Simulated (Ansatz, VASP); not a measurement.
ZnHgO2: VASP beside Ansatz

```
Zn O Hg
1.0
     3.32639    0.00000    0.00000
     0.00000    3.32639    0.00000
     0.00000    0.00000    5.19307
Zn O Hg
1 2 1
Direct
  0.00000 0.00000 0.00000
  0.00000 0.50000 0.20343
  0.50000 0.00000 0.79657
  0.50000 0.50000 0.50000
```

Alike in both runs: task single point; functional PBE; k mesh 8 × 8 × 6; occupations fermi-dirac, width 0.02 eV; non-collinear spin, spin-orbit coupling.

|  | VASP | Ansatz |
| --- | --- | --- |
| version | VASP 6.6.1 | Ansatz 0.2.0 |
| potentials or method | VASP PAW PBE potentials, release 64 (Zn, O, Hg) | plane waves, PAW |
| plane-wave cutoff (eV) | 520 | 420 |
| valence electrons in the cell | 36 | 44 |

|  | VASP | Ansatz | Ansatz less VASP |
| --- | --- | --- | --- |
| pressure (GPa) | 5.6 | 4.5 | -1.18 |
| rms of the force components (eV/Å) | 0.010 | 0.027 | +0.0168 |
| net moment per atom (μB) | 0.00 | 0.00 | 0.000 |

The functional is the same, so the differences come from potentials, cutoffs and numerics. VASP's potentials hold 36 valence electrons a cell and Ansatz's 44, so a difference there can come from the potentials and not from the codes.
